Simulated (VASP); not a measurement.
Set up this calculation in VASP 6.6.1, as the native input.

| Item | Value |
| --- | --- |
| Task | single point |
| Functional | LDA |
| Potentials or basis | VASP PAW LDA potentials, release 64 (Ga_d) |
| Cutoff | 520 eV |
| k mesh | 16 × 16 × 14 |
| Occupations | fermi-dirac, width 0.15 eV |
| Spin | no spin polarisation |
| Dipole correction | no |
| Further INCAR settings | ALGO = Fast; EDIFF = 1e-07; NBANDS = 20 |

The structure of Ga lies in POSCAR:

```
Ga
1.0
    1.3215556369     -3.8405990452      0.0000000000
    1.3215556369      3.8405990452      0.0000000000
    0.0000000000      0.0000000000      3.2044162605
Ga
2
Direct
    0.8666003887      0.1333996113      0.2500000000
    0.1333996113      0.8666003887      0.7500000000
```

The input as run:

INCAR

```
ALGO = Fast
EDIFF = 1E-7
ENCUT = 520
ISIF = 2
ISMEAR = -1
LASPH = T
LCHARG = F
LREAL = F
LWAVE = F
NBANDS = 20
NELM = 80
PREC = Accurate
SIGMA = 0.15
```

KPOINTS

```
k-points
0
Gamma
  16 16 14
```

Potentials or basis: VASP PAW LDA potentials, release 64 (Ga_d).

The run is started by

```console
$ cat potpaw_LDA.64/Ga_d/POTCAR > POTCAR
$ mpirun -np 1 vasp_std > vasp.out
```

It gave:

```yaml
Pressure: 5.3 GPa
Band_gap_on_the_k_mesh: zero (bands 13 and 14 overlap by 9.39 eV)
```

Caveat: the cell stands under pressure.

Run time: 11 min on 1 thread of Intel Xeon 8259CL, with other jobs on the host, peak memory 0.39 GiB.
